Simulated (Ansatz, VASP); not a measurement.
## SnO2: VASP and Ansatz over several settings

```
Sn O
1.0
     4.67397    0.00000    0.00000
     0.00000    4.67397    0.00000
     0.00000    0.00000    3.14343
Sn O
2 4
Cartesian
  2.3370 2.3370 1.5717
  0.0000 0.0000 0.0000
  3.7724 0.9016 1.5717
  3.2386 3.2386 0.0000
  0.9016 3.7724 1.5717
  1.4354 1.4354 0.0000
```

Single points on this cell with VASP 6.6.1 and Ansatz 0.2.0. Each row is one pair of runs. Alike in all rows: spin: off; k mesh: 6 × 6 × 8; VASP's potentials, cutoff: VASP PAW PBE potentials, release 64 (Sn_d, O), 520 eV; Ansatz's potentials, cutoff: Ansatz PAW, 420 eV.

| level | smearing | gap on the k mesh at the Fermi level (eV), VASP | gap on the k mesh at the Fermi level (eV), Ansatz | least direct gap on the mesh (eV), VASP | least direct gap on the mesh (eV), Ansatz | pressure (GPa), VASP | pressure (GPa), Ansatz |
| --- | --- | --- | --- | --- | --- | --- | --- |
| RPBE+D4 | fermi-dirac, width 0.05 eV | 1.85 | ? | 1.85 | ? | 17.9 | ? |
| revPBE | gaussian, width 0.05 eV | 1.83 | 1.84 | 1.83 | 1.84 | 25.6 | 24.9 |
| BLYP+D3(BJ) | fermi-dirac, width 0.05 eV | 1.86 | 1.82 | 1.86 | 1.82 | 21.6 | 20.1 |

Task: Fill in what Ansatz gave in row 1.

Result: gap on the k mesh at the Fermi level (eV): 1.86; least direct gap on the mesh (eV): 1.86; pressure (GPa): 17.2.

Noted on Ansatz's runs: Pulay correction over one GPa.
